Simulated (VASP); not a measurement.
# P (P6_3/mmc) in VASP: further runs

P is run at these levels: PBE; tasks: single point, relaxation of cell and atoms.

The COD entry that gives the cell may itself be a prediction, so a difference from it is no test against experiment.

Everything below comes from runs of VASP 6.6.1. Logs are shortened: lines on timing, memory, paths and dates and some standing lists are left out, and cuts for length are marked.

## Step 1: The cell of the first run

The structure is hexagonal, space group P6_3/mmc (No. 194). Conventional cell: a = 3.281 Å, b = 3.281 Å, c = 37.692 Å, α = 90.00°, β = 90.00°, γ = 120.00°. Within 3.0 Å of P (site symmetry 3m) lie 3 P at 2.26 Å. Within 3.0 Å of P (site symmetry 3m) lie 3 P at 2.26 Å. P (site symmetry 3m) has 3 P at 2.26 Å within 3.0 Å.

## Step 2: Single point, PBE

Contents of INCAR:

```
SYSTEM = P
ALGO = Normal
EDIFF = 1E-6
ENCUT = 520
GGA = PE
ISIF = 2
ISMEAR = 0
LASPH = .TRUE.
LCHARG = .FALSE.
LREAL = .FALSE.
LWAVE = .FALSE.
NBANDS = 42
NELM = 100
PREC = Accurate
SIGMA = 0.1
```

Contents of KPOINTS:

```
k-points
0
G
  6 6 1
  0 0 0
```

Contents of POSCAR:

```
P
1.0
    3.2810653235      0.0000000000      0.0000000000
   -1.6405326617      2.8414859217      0.0000000000
    0.0000000000      0.0000000000     37.6918935586
P
12
Direct
    0.0000000000      0.0000000000      0.1827713239
    0.0000000000      0.0000000000      0.6827713239
    0.0000000000      0.0000000000      0.3172286761
    0.0000000000      0.0000000000      0.8172286761
    0.3333333333      0.6666666667      0.5164666709
    0.6666666667      0.3333333333      0.0164666709
    0.3333333333      0.6666666667      0.9835333291
    0.6666666667      0.3333333333      0.4835333291
    0.3333333333      0.6666666667      0.6498381080
    0.6666666667      0.3333333333      0.1498381080
    0.3333333333      0.6666666667      0.8501618920
    0.6666666667      0.3333333333      0.3501618920
```

Potentials or basis: VASP PAW PBE potentials, release 64 (P).

Command:

```bash
> cat potpaw_PBE.64/P/POTCAR > POTCAR
> mpirun -np 1 vasp_std > vasp.out
```

OUTCAR:

```text
SYSTEM = P
   EDIFF = 1E-6
   ENCUT = 520
   GGA = PE
   ISIF = 2
   ISMEAR = 0
   LASPH = .TRUE.
   LREAL = .FALSE.
   NELM = 100
   PREC = Accurate

 ion  position               nearest neighbor table
   1  0.000  0.000  0.183-  10 2.26  10 2.26  10 2.26
   2  0.000  0.000  0.683-   9 2.26   9 2.26   9 2.26
   3  0.000  0.000  0.317-  12 2.26  12 2.26  12 2.26
   4  0.000  0.000  0.817-  11 2.26  11 2.26  11 2.26
   5  0.333  0.667  0.516-   8 2.26   8 2.26   8 2.26
   6  0.667  0.333  0.016-   7 2.26   7 2.26   7 2.26
   7  0.333  0.667  0.984-   6 2.26   6 2.26   6 2.26
   8  0.667  0.333  0.484-   5 2.26   5 2.26   5 2.26
   9  0.333  0.667  0.650-   2 2.26   2 2.26   2 2.26
  10  0.667  0.333  0.150-   1 2.26   1 2.26   1 2.26
  11  0.333  0.667  0.850-   4 2.26   4 2.26   4 2.26
  12  0.667  0.333  0.350-   3 2.26   3 2.26   3 2.26

  LATTYP: Found a hexagonal cell.
 ALAT       =     3.2810653235
 C/A-ratio  =    11.4876998299

  Lattice vectors:

 A1 = (   3.2810653235,   0.0000000000,   0.0000000000)
 A2 = (  -1.6405326617,   2.8414859217,   0.0000000000)
 A3 = (   0.0000000000,   0.0000000000,  37.6918935586)

Analysis of symmetry for initial positions (statically):
=====================================================================
 Subroutine PRICEL returns:
 Original cell was already a primitive cell.

 Routine SETGRP: Setting up the symmetry group for a
 hexagonal supercell.

 Subroutine GETGRP returns: Found 24 space group operations
 (whereof 12 operations were pure point group operations)
 out of a pool of 24 trial point group operations.

The static configuration has the point symmetry D_3d.
 The point group associated with its full space group is D_6h.

Analysis of symmetry for dynamics (positions and initial velocities):
=====================================================================
 Subroutine PRICEL returns:
 Original cell was already a primitive cell.

 Routine SETGRP: Setting up the symmetry group for a
 hexagonal supercell.

 Subroutine GETGRP returns: Found 24 space group operations
 (whereof 12 operations were pure point group operations)
 out of a pool of 24 trial point group operations.

[... 108 lines left out ...]
   NFREE  =      0    steps in history (QN), initial steepest desc. (CG)
   ISIF   =      2    stress and relaxation
   ISYM   =      2    0-nonsym 1-usesym 2-fastsym
   POTIM  = 0.5000    time-step for ionic-motion
   TEBEG  =    0.0;   TEEND  =   0.0 temperature during run
   PSTRESS=    0.0 pullay stress
   NELECT =      60.0000    total number of electrons
   NUPDOWN=      -1.0000    fix difference up-down
   EMIN   =  10.00;   EMAX   =-10.00  energy-range for DOS
   EFERMI =   0.00;   METHOD = LEGACY
   ISMEAR =     0;   SIGMA  =   0.10  broadening in eV -4-tet -1-fermi 0-gaus
   EFERMI_NEDOS =   21; number of points for ismear=-14 and -15
   IALGO  =     38    algorithm
   IMIX   =      4    mixing-type and parameters
     AMIX     =   0.40;   BMIX     =  1.00
     AMIX_MAG =   1.60;   BMIX_MAG =  1.00
  volume/ion in A,a.u.               =      29.28       197.62
  Fermi-wavevector in a.u.,A,eV,Ry     =   0.908216  1.716279 11.222851  0.824856
  Thomas-Fermi vector in A             =   2.032116
   LORBIT       =      0    0 simple, 1 ext, 2 COOP (PROOUT), +10 PAW based schemes
   GGA     = PE    functional components
   LHFCALC =     F    Hartree Fock is set to
   AEXX    =    0.0000 exact exchange contribution
   IVDW    =     0    specifies the selected vdW correction
   LEPSILON=     F    determine dielectric tensor
   LRPA    =     F    only Hartree local field effects (RPA)
 non-spin polarized calculation
 Gauss-broadening in eV      SIGMA  =   0.10
  energy-cutoff  :      520.00
  volume of cell :      351.41
 maximum number of plane-waves:      9576
   NGX = 13   NGY = 13   NGZ =141

 number of electron      59.9999987 magnetization

 Free energy of the ion-electron system (eV)
  ---------------------------------------------------
  ext. energy  EPLUGINS =         0.00000000
  ---------------------------------------------------
  free energy    TOTEN  =       -64.26044710 eV

  energy without entropy =      -64.26044710  energy(sigma->0) =      -64.26044710

 E-fermi :   1.8379     XC(G=0):  -7.4103

 val. band max:        1.3806449105   @ k =   0.1667   0.1667   0.0000
 cond. band min:       3.1135004195   @ k =   0.3333   0.0000   0.0000
 fundamental gap:      1.7328555090
 Fermi energy:         1.8379011644

 k-point     1 :       0.0000    0.0000    0.0000
  band No.  band energies     occupation
      1     -12.8290      2.00000
      2     -12.8281      2.00000
      3     -12.8280      2.00000
      4     -12.8262      2.00000
      5     -12.8261      2.00000
      6     -12.8252      2.00000
[... 304 lines left out ...]
     41       6.7227      0.00000
     42       6.7294      0.00000

------------------------ aborting loop because EDIFF is reached ----------------------------------------

  FORCE on cell =-STRESS in cart. coord.  units (eV):
  Direction    XX          YY          ZZ          XY          YZ          ZX
  --------------------------------------------------------------------------------------
  -------------------------------------------------------------------------------------
  Total        0.1649510      0.1649510     -0.9398470      0.0000000      0.0000000     -0.0000000
  in kB        0.7520681      0.7520681     -4.2850844      0.0000000      0.0000000     -0.0000000
  external PRESSURE =      -0.9269827 kB  Pullay stress =       0.0000000 kB

 VOLUME and BASIS-vectors are now :
 -----------------------------------------------------------------------------
  energy-cutoff  :      520.00
  volume of cell :      351.41
      direct lattice vectors                 reciprocal lattice vectors
     3.281065324  0.000000000  0.000000000     0.304779058  0.175964271  0.000000000
    -1.640532662  2.841485922  0.000000000     0.000000000  0.351928543  0.000000000
     0.000000000  0.000000000 37.691893559     0.000000000  0.000000000  0.026530904

 POSITION                                       TOTAL-FORCE (eV/Angst)
 -----------------------------------------------------------------------------------
      0.00000      0.00000      6.88900         0.000000     -0.000000     -0.126546
      0.00000      0.00000     25.73494        -0.000000     -0.000000     -0.126546
      0.00000      0.00000     11.95695         0.000000      0.000000      0.126546
      0.00000      0.00000     30.80290        -0.000000     -0.000000      0.126546
     -0.00000      1.89432     19.46661         0.000000     -0.000000     -0.126609
      1.64053      0.94716      0.62066        -0.000000      0.000000     -0.126609
     -0.00000      1.89432     37.07123         0.000000     -0.000000      0.126609
      1.64053      0.94716     18.22529         0.000000      0.000000      0.126609
     -0.00000      1.89432     24.49363         0.000000     -0.000000      0.126688
      1.64053      0.94716      5.64768        -0.000000      0.000000      0.126688
     -0.00000      1.89432     32.04421         0.000000     -0.000000     -0.126688
      1.64053      0.94716     13.19826        -0.000000      0.000000     -0.126688
 -----------------------------------------------------------------------------------
    total drift:                                0.000000     -0.000000      0.000000

  FREE ENERGIE OF THE ION-ELECTRON SYSTEM (eV)
  ---------------------------------------------------
  free  energy   TOTEN  =       -64.2604471043 eV

  energy  without entropy=      -64.2604471043  energy(sigma->0) =      -64.26044710
```

OSZICAR:

```text
N       E                     dE             d eps       ncg     rms          rms(c)
DAV:   1     0.284630079228E+03    0.28463E+03   -0.23069E+04   588   0.116E+03
DAV:   2    -0.368621531348E+02   -0.32149E+03   -0.30503E+03   746   0.198E+02
DAV:   3    -0.640645088011E+02   -0.27202E+02   -0.26771E+02   744   0.589E+01
DAV:   4    -0.648102295723E+02   -0.74572E+00   -0.74166E+00   782   0.108E+01
DAV:   5    -0.648348228185E+02   -0.24593E-01   -0.24559E-01   818   0.189E+00    0.170E+01
DAV:   6    -0.644276591409E+02    0.40716E+00   -0.26253E-01   736   0.175E+00    0.100E+01
DAV:   7    -0.642546804764E+02    0.17298E+00   -0.49336E-01   716   0.239E+00    0.520E-01
DAV:   8    -0.642596357271E+02   -0.49553E-02   -0.45602E-02   740   0.802E-01    0.273E-01
DAV:   9    -0.642599294857E+02   -0.29376E-03   -0.15017E-03   910   0.154E-01    0.232E-01
DAV:  10    -0.642603699426E+02   -0.44046E-03   -0.10658E-03   702   0.123E-01    0.216E-01
DAV:  11    -0.642604293335E+02   -0.59391E-04   -0.28718E-04   706   0.690E-02    0.467E-02
DAV:  12    -0.642604319761E+02   -0.26426E-05   -0.77143E-06   820   0.117E-02    0.117E-02
DAV:  13    -0.642604462885E+02   -0.14312E-04   -0.19821E-05   688   0.188E-02    0.159E-02
DAV:  14    -0.642604471043E+02   -0.81588E-06   -0.12841E-06   536   0.466E-03
   1 F= -.64260447E+02 E0= -.64260447E+02  d E =-.783545E-11
```

stdout:

```text
POSCAR found type information on POSCAR P
 POSCAR found :  1 types and      12 ions
 scaLAPACK will be used
 LDA part: xc-table for (Slater+PW92), standard interpolation
 POSCAR, INCAR and KPOINTS ok, starting setup
 FFT: planning ... GRIDC
 FFT: planning ... GRID_SOFT
 FFT: planning ... GRID
 WAVECAR not read
 entering main loop
```

It took 90 s on 1 thread of Oxide Virtual Turin-like, shared host; peak memory 0.39 GiB.

Results:

```
Free energy            : -64.2604 eV
Pressure               : -0.1 GPa
Largest force          : 0.127 eV/Å
Band gap on the k mesh : 1.73 eV, indirect (least direct gap 2.06 eV)
```

Forces in eV/Å, atoms in the order of the input:
```
P    0.000  0.000 -0.127
P    0.000  0.000 -0.127
P    0.000  0.000  0.127
P    0.000  0.000  0.127
P    0.000  0.000 -0.127
P    0.000  0.000 -0.127
P    0.000  0.000  0.127
P    0.000  0.000  0.127
P    0.000  0.000  0.127
P    0.000  0.000  0.127
P    0.000  0.000 -0.127
P    0.000  0.000 -0.127
```

Levels at points of the mesh, in eV from the valence-band top:
| k point | band 28 | band 29 | band 30 | band 31 | band 32 | band 33 |
| --- | --- | --- | --- | --- | --- | --- |
| (0.00, 0.00, 0.00) | -0.24 | -0.24 | -0.24 | 3.63 | 3.66 | 3.67 |
| (0.50, 0.00, 0.00) | -1.48 | -1.47 | -1.46 | 1.88 | 1.89 | 1.90 |

Caveat: this functional lacks dispersion, which binds the layers, so the pressure and a relaxed spacing across them are unreliable.

(Continued in part 2 of 2.)
